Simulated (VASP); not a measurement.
# SnO2 (Cassiterite) (P4_2/mnm) in VASP: notebook, part 2 of 2

VASP 6.6.1. Earlier steps stand in the parts before.

## Step 5: Single point, PBE (volume scaled by 0.97, then relaxed in part)

INCAR reads:

```
  ALGO = Normal
  EDIFF = 1E-6
  ENCUT = 520
  GGA = PE
  ISIF = 2
  ISMEAR = 0
  LASPH = T
  LCHARG = F
  LREAL = F
  LWAVE = F
  NBANDS = 35
  NELM = 60
  PREC = Accurate
  SIGMA = 0.02
```

KPOINTS reads:

```
k-points
0
Gamma
  6 6 8
```

POSCAR reads:

```
SnO2
1.0
    4.7669924196      0.0000000000      0.0000000000
    0.0000000000      4.7669924196      0.0000000000
    0.0000000000      0.0000000000      3.2210615958
Sn O
2 4
Direct
    0.0000000000      0.0000000000      0.0000000000
    0.5000000000      0.5000000000      0.5000000000
    0.3060051123      0.3060051123      0.0000000000
    0.1939948877      0.8060051123      0.5000000000
    0.6939948877      0.6939948877      0.0000000000
    0.8060051123      0.1939948877      0.5000000000
```

Potentials or basis: VASP PAW PBE potentials, release 64 (Sn_d, O).

On the command line:

```sh
$ cat potpaw_PBE.64/Sn_d/POTCAR potpaw_PBE.64/O/POTCAR > POTCAR
$ mpirun -np 1 vasp_std > vasp.out
```

OUTCAR:

```text
EDIFF = 1E-6
   ENCUT = 520
   GGA = PE
   ISIF = 2
   ISMEAR = 0
   LASPH = T
   LREAL = F
   NELM = 60
   PREC = Accurate

 ion  position               nearest neighbor table
   1  0.000  0.000  0.000-   3 2.06   5 2.06   4 2.07   6 2.07   4 2.07   6 2.07   2 3.74   2 3.74
                             2 3.74   2 3.74   2 3.74   2 3.74   2 3.74   2 3.74
   2  0.500  0.500  0.500-   4 2.06   6 2.06   5 2.07   3 2.07   3 2.07   5 2.07   1 3.74   1 3.74
                             1 3.74   1 3.74   1 3.74   1 3.74   1 3.74   1 3.74
   3  0.306  0.306  0.000-   1 2.06   2 2.07   2 2.07
   4  0.194  0.806  0.500-   2 2.06   1 2.07   1 2.07
   5  0.694  0.694  0.000-   1 2.06   2 2.07   2 2.07
   6  0.806  0.194  0.500-   2 2.06   1 2.07   1 2.07

  LATTYP: Found a simple tetragonal cell.
 ALAT       =     4.7669924196
 C/A-ratio  =     0.6757010107

  Lattice vectors:

 A1 = (   4.7669924196,   0.0000000000,   0.0000000000)
 A2 = (   0.0000000000,   4.7669924196,   0.0000000000)
 A3 = (   0.0000000000,   0.0000000000,   3.2210615958)
[... 180 lines left out ...]
  ext. energy  EPLUGINS =         0.00000000
  ---------------------------------------------------
  free energy    TOTEN  =       -37.26175846 eV

  energy without entropy =      -37.26175846  energy(sigma->0) =      -37.26175846

 E-fermi :   6.0124     XC(G=0): -11.1401

 val. band max:        5.8818354445   @ k =   0.0000   0.0000   0.0000
 cond. band min:       6.8500328551   @ k =   0.0000   0.0000   0.0000
 fundamental gap:      0.9681974105
 Fermi energy:         6.0123828377

 k-point     1 :       0.0000    0.0000    0.0000
  band No.  band energies     occupation
      1     -15.1925      2.00000
      2     -14.4423      2.00000
      3     -14.2300      2.00000
      4     -14.2029      2.00000
      5     -14.2029      2.00000
      6     -14.1436      2.00000
[... 901 lines left out ...]
     34      18.1611      0.00000
     35      18.3436      0.00000

 [... further k-points ...]
[... 5 lines left out ...]
  --------------------------------------------------------------------------------------
  -------------------------------------------------------------------------------------
  Total        2.7974714      2.7974714      2.9499959      0.0000000      0.0000000      0.0000000
  in kB       61.2333883     61.2333883     64.5719711      0.0000000      0.0000000      0.0000000
  external PRESSURE =      62.3462493 kB  Pullay stress =       0.0000000 kB

 VOLUME and BASIS-vectors are now :
 -----------------------------------------------------------------------------
  energy-cutoff  :      520.00
  volume of cell :       73.20
      direct lattice vectors                 reciprocal lattice vectors
     4.766992420  0.000000000  0.000000000     0.209775874  0.000000000  0.000000000
     0.000000000  4.766992420  0.000000000     0.000000000  0.209775874  0.000000000
     0.000000000  0.000000000  3.221061596     0.000000000  0.000000000  0.310456652

 POSITION                                       TOTAL-FORCE (eV/Angst)
 -----------------------------------------------------------------------------------
      0.00000      0.00000      0.00000         0.000000      0.000000      0.000000
      2.38350      2.38350      1.61053         0.000000      0.000000      0.000000
      1.45872      1.45872      0.00000        -0.010530     -0.010530     -0.000000
      0.92477      3.84222      1.61053         0.010530     -0.010530     -0.000000
      3.30827      3.30827      0.00000         0.010530      0.010530      0.000000
      3.84222      0.92477      1.61053        -0.010530      0.010530      0.000000
 -----------------------------------------------------------------------------------
    total drift:                               -0.000000      0.000000     -0.000000

  FREE ENERGIE OF THE ION-ELECTRON SYSTEM (eV)
  ---------------------------------------------------
  free  energy   TOTEN  =       -37.2617584570 eV

  energy  without entropy=      -37.2617584570  energy(sigma->0) =      -37.26175846
```

OSZICAR:

```text
N       E                     dE             d eps       ncg     rms          rms(c)
DAV:   1     0.637548768700E+03    0.63755E+03   -0.25598E+04  3906   0.232E+03
DAV:   2     0.582616704123E+02   -0.57929E+03   -0.54688E+03  3756   0.615E+02
DAV:   3    -0.383753120701E+02   -0.96637E+02   -0.94857E+02  3810   0.207E+02
DAV:   4    -0.433329394471E+02   -0.49576E+01   -0.49198E+01  4349   0.508E+01
DAV:   5    -0.434614462574E+02   -0.12851E+00   -0.12831E+00  4392   0.865E+00    0.159E+01
DAV:   6    -0.371796821406E+02    0.62818E+01   -0.17491E+01  5552   0.641E+01    0.616E+00
DAV:   7    -0.372909130810E+02   -0.11123E+00   -0.20197E+00  3990   0.789E+00    0.320E+00
DAV:   8    -0.372682941709E+02    0.22619E-01   -0.17222E-01  5206   0.406E+00    0.746E-01
DAV:   9    -0.372609529848E+02    0.73412E-02   -0.34841E-02  5735   0.293E+00    0.131E-01
DAV:  10    -0.372616514583E+02   -0.69847E-03   -0.38962E-03  4481   0.505E-01    0.512E-02
DAV:  11    -0.372617601696E+02   -0.10871E-03   -0.19277E-04  4791   0.105E-01    0.155E-02
DAV:  12    -0.372617604508E+02   -0.28114E-06   -0.11706E-05  4981   0.237E-02    0.982E-03
DAV:  13    -0.372617584033E+02    0.20474E-05   -0.55801E-06  4107   0.389E-02    0.178E-03
DAV:  14    -0.372617584570E+02   -0.53693E-07   -0.59604E-07  2256   0.582E-03
   1 F= -.37261758E+02 E0= -.37261758E+02  d E =-.122821E-22
```

Wall time 35 s (1 thread of Intel Xeon 6975P-C (Granite Rapids), shared host); peak memory 0.23 GiB.

Results:

- Free energy: -37.2618 eV
- Pressure: 6.2 GPa
- Largest force: 0.015 eV/Å
- Band gap on the k mesh: 0.97 eV, direct

Forces in eV/Å, atoms in the order of the input:
```
Sn   0.000  0.000  0.000
Sn   0.000  0.000  0.000
O   -0.011 -0.011  0.000
O    0.011 -0.011  0.000
O    0.011  0.011  0.000
O   -0.011  0.011  0.000
```

Caveat: spin-orbit coupling is left out, which moves the levels of the heavy elements.

## Step 6: The runs side by side

| cell | gap on the mesh (eV) | pressure (GPa) | largest force (eV/Å) |
| --- | --- | --- | --- |
| a = 5.035, b = 5.035, c = 3.274 Å, 6 atoms | - | -11.4 | 0.03 |
| a = 4.582, b = 4.582, c = 3.162 Å, 6 atoms | 2.08 | 30.8 | 0.01 |
| a = 4.706, b = 4.706, c = 3.203 Å, 6 atoms | 1.30 | 13.0 | 0.01 |
| a = 4.767, b = 4.767, c = 3.221 Å, 6 atoms | 0.97 | 6.2 | 0.01 |

Alike in all rows: task single point; level PBE; potentials or basis VASP PAW PBE potentials, release 64 (Sn_d, O); no spin polarisation; k mesh 6 × 6 × 8; cutoff (eV) 520; smearing gaussian 0.02 eV.

Caveats: spin-orbit coupling is left out, which moves the levels of the heavy elements.

Absolute energies hang on the potentials; compare differences alone.
